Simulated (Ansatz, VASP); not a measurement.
One calculation of Bi, two programs

```
Bi
1.0
    -1.92458    1.92458    1.92458
     1.92458   -1.92458    1.92458
     1.92458    1.92458   -1.92458
Bi
1
Direct
  0.00000 0.00000 0.00000
```

Alike in both runs: task single point; functional PBE; k mesh 16 × 16 × 16; occupations gaussian, width 0.1 eV; no spin polarisation.

|  | VASP | Ansatz |
| --- | --- | --- |
| version | VASP 6.6.1 | Ansatz 0.2.0 |
| potentials or method | VASP PAW PBE potentials, release 64 (Bi_d), cutoff 520 eV | scalar-relativistic, plane waves, PAW |
| valence electrons in the cell | 15 | 15 |

```tsv
	VASP	Ansatz	Ansatz less VASP
gap on the k mesh at the Fermi level (eV)	none	none	-
pressure (GPa)	6.6	6.6	+0.07
```

A gap of «none» marks a metal or a gap that the smearing closes. The functional is the same, so the differences come from potentials, cutoffs and numerics.

Spin-orbit coupling is off throughout.
